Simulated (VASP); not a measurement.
Here is a VASP 6.6.1 calculation.

INCAR

```
PREC = Accurate
ENCUT = 750
EDIFF = 1E-6
ISMEAR = 1
SIGMA = 0.05
LREAL = F
LASPH = T
NELM = 120
ALGO = Normal
ISIF = 2
LWAVE = F
LCHARG = T
LELF = T
LVHAR = T
NBANDS = 25
GGA_COMPAT = F
```

Contents of KPOINTS:

```
regular mesh
0
Gamma
  4 4 4
```

File POSCAR:

```
LiTcO3
1.0
    3.8539000000      0.0000000000      0.0000000000
    0.0000000000      3.8539000000      0.0000000000
    0.0000000000      0.0000000000      3.8539000000
Li Tc O
1 1 3
Direct
    0.0000000000      0.0000000000      0.0000000000
    0.5000000000      0.5000000000      0.5000000000
    0.5000000000      0.5000000000      0.0000000000
    0.5000000000      0.0000000000      0.5000000000
    0.0000000000      0.5000000000      0.5000000000
```

Potentials or basis: VASP PAW LDA potentials, release 64 (Li_sv, Tc_pv, O).

The run is started by

```sh
$ cat potpaw_LDA.64/Li_sv/POTCAR potpaw_LDA.64/Tc_pv/POTCAR potpaw_LDA.64/O/POTCAR > POTCAR
$ mpirun -np 1 vasp_std > vasp.out
```

Task: Estimate the pressure.

Result: -13.5 GPa.

Task: Estimate the band gap on the k mesh.

Result: Zero (bands 17 and 18 overlap by 3.80 eV).

Caveat: the k points lie up to 0.41 Å⁻¹ apart, too coarse for converged energies and pressures of a metal.
